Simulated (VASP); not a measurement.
**Ca8CO: single point with PBE**

The system is Ca8CO, a slab with vacuum.

```xyz
10
Lattice="7.8132 0.0000 0.0000 -3.9066 6.7665 0.0000 0.0000 0.0000 21.1477" Properties=species:S:1:pos:R:3 pbc="T T T"
Ca    1.9533    1.1277    4.0000
Ca    0.0000    4.5110    4.0000
Ca    5.8599    1.1277    4.0000
Ca    3.9066    4.5110    4.0000
Ca    0.0000    2.2555    6.9977
Ca   -1.9533    5.6387    6.9977
Ca    3.9066    2.2555    6.9977
Ca    1.9533    5.6387    6.9977
C     1.9533    1.1277    9.2477
O     1.9533    1.1277   10.3977
```

```json
{
  "Program": "VASP 6.6.1",
  "Task": "single point",
  "Functional": "PBE",
  "Potentials or basis": "VASP PAW PBE potentials, release 64 (Ca_sv, C, O)",
  "Cutoff": "520 eV",
  "k mesh": "6 × 6 × 1",
  "Occupations": "gaussian, width 0.1 eV",
  "Spin": "no spin polarisation"
}
```

| Item | Value |
| --- | --- |
| Largest force | 2.330 eV/Å |
| Band gap on the k mesh | zero (bands 45 and 46 overlap by 0.07 eV) |

Forces on the atoms (eV/Å):
```
Ca   0.000  0.000 -0.145
Ca  -0.019 -0.011  0.015
Ca   0.000  0.022  0.015
Ca   0.019 -0.011  0.015
Ca   0.205 -0.119  0.162
Ca   0.000  0.237  0.162
Ca  -0.205 -0.119  0.162
Ca   0.000  0.000  0.041
C    0.000  0.000 -2.330
O    0.000  0.000  1.904
```

Levels at points of the mesh, in eV from the Fermi level:
```
           k point  band 43  band 44  band 45  band 46  band 47  band 48
(0.00, 0.00, 0.00)    -0.72    -0.72    -0.68     0.05     0.16     0.16
(0.50, 0.00, 0.00)    -1.05    -0.15     0.06     0.15     0.26     0.27
```

It took 43 min on 1 thread of Intel Xeon 8259CL, on a shared host, peak memory 1.2 GiB.
